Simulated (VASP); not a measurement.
# TiO2 (I4_1/amd) in VASP: notebook, part 2 of 2

VASP 6.6.1. Earlier steps stand in the parts before.

## 4. Single point, PBE (11.81 Å³/atom)

This run uses another cell than the first one, of 11.81 Å³/atom.

The input, INCAR:

```
PREC     = Accurate       # precision mode
ENCUT    = 520            # plane-wave cutoff, eV
EDIFF    = 1E-6           # SCF threshold, eV
ISMEAR   = -1             # smearing method
SIGMA    = 0.02           # smearing width, eV
LREAL    = F              # projectors in reciprocal space
LASPH    = T              # aspherical terms in the spheres
NELM     = 60             # most SCF steps
ALGO     = Normal         # electronic algorithm
ISIF     = 2              # what is computed and relaxed
LWAVE    = F              # write WAVECAR
LCHARG   = F              # write CHGCAR
GGA      = PE             # functional
NBANDS   = 33             # bands
```

The input, KPOINTS:

```
regular mesh
0
Gamma
  11 11 11
```

The input, POSCAR:

```
TiO2
1.0
   -1.9169989080      1.9169989080      4.8199032318
    1.9169989080     -1.9169989080      4.8199032318
    1.9169989080      1.9169989080     -4.8199032318
Ti O
2 4
Direct
    0.0000000000      0.0000000000      0.0000000000
    0.7500000000      0.2500000000      0.5000000000
    0.2071698172      0.2071698172      0.0000000000
    0.9571698172      0.4571698172      0.5000000000
    0.5428301828      0.0428301828      0.5000000000
    0.7928301828      0.7928301828      0.0000000000
```

Potentials or basis: VASP PAW PBE potentials, release 64 (Ti_sv, O).

Started as:

```sh
$ cat potpaw_PBE.64/Ti_sv/POTCAR potpaw_PBE.64/O/POTCAR > POTCAR
$ mpirun -np 1 vasp_std > vasp.out
```

OUTCAR:

```text
PREC = Accurate
   ENCUT = 520
   EDIFF = 1E-6
   ISMEAR = -1
   LREAL = F
   LASPH = T
   NELM = 60
   ISIF = 2
   GGA = PE

 ion  position               nearest neighbor table
   1  0.000  0.000  0.000-   5 1.96   4 1.96   5 1.96   4 1.96   3 2.00   6 2.00
   2  0.750  0.250  0.500-   6 1.96   3 1.96   6 1.96   3 1.96   4 2.00   5 2.00
   3  0.207  0.207  0.000-   2 1.96   2 1.96   1 2.00
   4  0.957  0.457  0.500-   1 1.96   1 1.96   2 2.00
   5  0.543  0.043  0.500-   1 1.96   1 1.96   2 2.00
   6  0.793  0.793  0.000-   2 1.96   2 1.96   1 2.00

  LATTYP: Found a body centered tetragonal cell.
 ALAT       =     3.8339978160
 C/A-ratio  =     2.5142962845

  Lattice vectors:

 A1 = (  -1.9169989080,   1.9169989080,   4.8199032318)
 A2 = (   1.9169989080,  -1.9169989080,   4.8199032318)
 A3 = (   1.9169989080,   1.9169989080,  -4.8199032318)

Analysis of symmetry for initial positions (statically):
=====================================================================
 Subroutine PRICEL returns:
 Original cell was already a primitive cell.

 Routine SETGRP: Setting up the symmetry group for a
 body centered tetragonal supercell.

 Subroutine GETGRP returns: Found 16 space group operations
 (whereof  8 operations were pure point group operations)
 out of a pool of 16 trial point group operations.

The static configuration has the point symmetry D_2d.
 The point group associated with its full space group is D_4h.

Analysis of symmetry for dynamics (positions and initial velocities):
=====================================================================
 Subroutine PRICEL returns:
 Original cell was already a primitive cell.

 Routine SETGRP: Setting up the symmetry group for a
 body centered tetragonal supercell.

 Subroutine GETGRP returns: Found 16 space group operations
 (whereof  8 operations were pure point group operations)
 out of a pool of 16 trial point group operations.

The dynamic configuration has the point symmetry D_2d.
 The point group associated with its full space group is D_4h.

 Subroutine INISYM returns: Found 16 space group operations
 (whereof  8 operations are pure point group operations),
 and found     1 'primitive' translations

----------------------------------------------------------------------------------------

                                     Primitive cell

  volume of cell :      70.8504

  direct lattice vectors                    reciprocal lattice vectors
    -1.916998908  1.916998908  4.819903232     0.000000000  0.260824353  0.103736522
     1.916998908 -1.916998908  4.819903232     0.260824353  0.000000000  0.103736522
     1.916998908  1.916998908 -4.819903232     0.260824353  0.260824353  0.000000000

  length of vectors
     5.530030451  5.530030451  5.530030451     0.280696650  0.280696650  0.368861337

  position of ions in fractional coordinates (direct lattice)
     0.000000000  0.000000000  0.000000000
     0.750000000  0.250000000  0.500000000
     0.207169817  0.207169817  0.000000000
     0.957169817  0.457169817  0.500000000
     0.542830183  0.042830183  0.500000000
     0.792830183  0.792830183  0.000000000
[... 24 lines left out ...]

  Length of vectors
     0.025517877  0.025517877  0.033532849

  Shift w.r.t. Gamma in fractional coordinates (k-lattice)
     0.000000000  0.000000000  0.000000000

 Subroutine IBZKPT returns following result:
 ===========================================

 Found    126 irreducible k-points:

 Following reciprocal coordinates:
            Coordinates               Weight
  0.000000  0.000000  0.000000      1.000000
  0.090909  0.000000  0.000000      8.000000
  0.181818  0.000000  0.000000      8.000000
  0.272727  0.000000  0.000000      8.000000
  0.363636 -0.000000  0.000000      8.000000
  0.454545 -0.000000  0.000000      8.000000
[... 16 lines left out ...]
 -0.272727  0.181818  0.000000     16.000000
 -0.181818  0.181818  0.000000      4.000000
 [... further k-points ...]
   k-points           NKPTS =    126   k-points in BZ     NKDIM =    126   number of bands    NBANDS=     33
   number of dos      NEDOS =    301   number of ions     NIONS =      6
   total plane-waves  NPLWV =  74088
   dimension x,y,z NGX =    42 NGY =   42 NGZ =   42
   dimension x,y,z NGXF=    84 NGYF=   84 NGZF=   84
   ions per type =               2   4
   NGX,Y,Z   is equivalent  to a cutoff of  12.63, 12.63, 12.63 a.u.
   NGXF,Y,Z  is equivalent  to a cutoff of  25.25, 25.25, 25.25 a.u.
 SYSTEM =  unknown system
   PREC   = accura    normal or accurate (medium, high low for compatibility)
   ISTART =      0    job   : 0-new  1-cont  2-samecut
   ICHARG =      2    charge: 1-file 2-atom 10-const
   ISPIN  =      1    spin polarized calculation?
   LNONCOLLINEAR =      F non collinear calculations
   LSORBIT =      F    spin-orbit coupling
   LASPH  =      T    aspherical Exc in radial PAW
   ENCUT  =  520.0 eV  38.22 Ry    6.18 a.u.  10.28 10.28 10.28*2*pi/ulx,y,z
   NELM   =     60;   NELMIN=  2; NELMDL= -5     # of ELM steps
   EDIFF  = 0.1E-05   stopping-criterion for ELM
   LREAL  =      F    real-space projection
   EDIFFG = 0.1E-04   stopping-criterion for IOM
   NSW    =      0    number of steps for IOM
   IBRION =     -1    ionic relax: 0-MD 1-quasi-New 2-CG
   NFREE  =      0    steps in history (QN), initial steepest desc. (CG)
   ISIF   =      2    stress and relaxation
   ISYM   =      2    0-nonsym 1-usesym 2-fastsym
   POTIM  = 0.5000    time-step for ionic-motion
   TEBEG  =    0.0;   TEEND  =   0.0 temperature during run
   PSTRESS=    0.0 pullay stress
   NELECT =      48.0000    total number of electrons
   NUPDOWN=      -1.0000    fix difference up-down
   EMIN   =  10.00;   EMAX   =-10.00  energy-range for DOS
   EFERMI =   0.00;   METHOD = LEGACY
   ISMEAR =    -1;   SIGMA  =   0.02  broadening in eV -4-tet -1-fermi 0-gaus
   EFERMI_NEDOS =   21; number of points for ismear=-14 and -15
   IALGO  =     38    algorithm
   IMIX   =      4    mixing-type and parameters
     AMIX     =   0.40;   BMIX     =  1.00
     AMIX_MAG =   1.60;   BMIX_MAG =  1.00
  volume/ion in A,a.u.               =      11.81        79.69
  Fermi-wavevector in a.u.,A,eV,Ry     =   1.437831  2.717107 28.128120  2.067358
  Thomas-Fermi vector in A             =   2.556865
   LORBIT       =      0    0 simple, 1 ext, 2 COOP (PROOUT), +10 PAW based schemes
   GGA     = PE    functional components
   LHFCALC =     F    Hartree Fock is set to
   AEXX    =    0.0000 exact exchange contribution
   IVDW    =     0    specifies the selected vdW correction
   LEPSILON=     F    determine dielectric tensor
   LRPA    =     F    only Hartree local field effects (RPA)
 non-spin polarized calculation
  energy-cutoff  :      520.00
  volume of cell :       70.85
 maximum number of plane-waves:      1929
 NGX is ok and might be reduce to    42
   NGX = 21   NGY = 21   NGZ = 21

 number of electron      48.0000002 magnetization

 Free energy of the ion-electron system (eV)
  ---------------------------------------------------
  ext. energy  EPLUGINS =         0.00000000
  ---------------------------------------------------
  free energy    TOTEN  =       -53.85790553 eV

  energy without entropy =      -53.85790553  energy(sigma->0) =      -53.85790553

 E-fermi :   3.5357     XC(G=0): -10.5329

 val. band max:        3.0340534782   @ k =  -0.4545   0.4545   0.0000
 cond. band min:       5.0767286648   @ k =   0.0000   0.0000   0.0000
 fundamental gap:      2.0426751866
 Fermi energy:         3.5357495597

 k-point     1 :       0.0000    0.0000    0.0000
  band No.  band energies     occupation
      1     -53.4888      2.00000
      2     -53.4382      2.00000
      3     -29.9046      2.00000
      4     -29.6928      2.00000
      5     -29.6928      2.00000
      6     -29.6306      2.00000
[... 853 lines left out ...]
     32       9.0055      0.00000
     33       9.0239      0.00000

 [... further k-points ...]
[... 5 lines left out ...]
  --------------------------------------------------------------------------------------
  -------------------------------------------------------------------------------------
  Total       -1.2048497     -1.2048497     -0.2462583      0.0000000      0.0000000      0.0000000
  in kB      -27.2459172    -27.2459172     -5.5687714      0.0000000      0.0000000      0.0000000
  external PRESSURE =     -20.0202019 kB  Pullay stress =       0.0000000 kB

 VOLUME and BASIS-vectors are now :
 -----------------------------------------------------------------------------
  energy-cutoff  :      520.00
  volume of cell :       70.85
      direct lattice vectors                 reciprocal lattice vectors
    -1.916998908  1.916998908  4.819903232     0.000000000  0.260824353  0.103736522
     1.916998908 -1.916998908  4.819903232     0.260824353  0.000000000  0.103736522
     1.916998908  1.916998908 -4.819903232     0.260824353  0.260824353  0.000000000

 POSITION                                       TOTAL-FORCE (eV/Angst)
 -----------------------------------------------------------------------------------
      0.00000      0.00000      0.00000         0.000000      0.000000      0.000000
      0.00000      1.91700      2.40995         0.000000      0.000000      0.000000
      0.00000      0.00000      1.99708        -0.000000      0.000000      0.026035
      0.00000      1.91700      4.40703         0.000000     -0.000000      0.026035
      0.00000      1.91700      0.41287         0.000000     -0.000000     -0.026035
      0.00000      0.00000      7.64273        -0.000000      0.000000     -0.026035
 -----------------------------------------------------------------------------------
    total drift:                               -0.000000     -0.000000      0.000000

  FREE ENERGIE OF THE ION-ELECTRON SYSTEM (eV)
  ---------------------------------------------------
  free  energy   TOTEN  =       -53.8579055319 eV

  energy  without entropy=      -53.8579055319  energy(sigma->0) =      -53.85790553
```

Run time: 18 min. Hardware: 1 thread of Intel Xeon 8259CL, shared host; peak memory 0.41 GiB.

Results:

```yaml
Free_energy: -53.8579 eV
Pressure: -2.0 GPa
Largest_force: 0.026 eV/Å
Band_gap_on_the_k_mesh: 2.04 eV (least direct gap 2.35 eV)
```

Forces in eV/Å, atoms in the order of the input:
```
Ti   0.000  0.000  0.000
Ti   0.000  0.000  0.000
O    0.000  0.000  0.026
O    0.000  0.000  0.026
O    0.000  0.000 -0.026
O    0.000  0.000 -0.026
```

A k mesh can miss the band edges.

## 5. Overview

```tsv
cell	gap on the mesh (eV)	pressure (GPa)	largest force (eV/Å)
a = 5.541 Å, angles 140.1, 140.1, 57.7°, 6 atoms, atomic positions A	2.13	2.2	0.03
a = 5.583 Å, angles 140.4, 140.4, 57.3°, 6 atoms, atomic positions B	2.16	0.7	0.03
a = 5.530 Å, angles 139.4, 139.4, 58.7°, 6 atoms, atomic positions C	2.04	-2.0	0.03
```

Alike in all rows: task single point; level PBE; potentials or basis VASP PAW PBE potentials, release 64 (Ti_sv, O); no spin polarisation; k mesh 11 × 11 × 11; cutoff (eV) 520; smearing fermi-dirac 0.02 eV.

Absolute energies hang on the potentials; compare differences alone.
